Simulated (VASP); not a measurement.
A run of VASP 6.6.1 is set up as follows.

File INCAR:

```
SYSTEM = Pb
PREC = Accurate
ENCUT = 500
EDIFF = 1E-6
ISMEAR = 0
SIGMA = 0.1
LREAL = .False.
LASPH = .True.
NELM = 120
ALGO = Normal
ISIF = 2
LWAVE = .False.
LCHARG = .False.
NBANDS = 13
GGA_COMPAT = .False.
```

Contents of KPOINTS:

```
regular mesh
0
Gamma
  6 6 6
  0 0 0
```

File POSCAR:

```
Pb
1.0
   -1.9796595667      1.9796595667      1.9796595667
    1.9796595667     -1.9796595667      1.9796595667
    1.9796595667      1.9796595667     -1.9796595667
Pb
1
Direct
    0.0000000000      0.0000000000      0.0000000000
```

Potentials or basis: VASP PAW LDA potentials, release 64 (Pb_d).

Launch:

```bash
$ cat potpaw_LDA.64/Pb_d/POTCAR > POTCAR
$ mpirun -np 1 vasp_std > vasp.out
```

Question: What does it give for the band gap on the k mesh?

Answer: Zero (band 7 reaches 14.10 eV, above the bottom of band 8 at 4.75 eV).

Question: Predict the pressure.

Answer: -3.3 GPa.

Caveat: the k points lie up to 0.37 Å⁻¹ apart; spin-orbit coupling is left out, which moves the levels of the heavy elements.
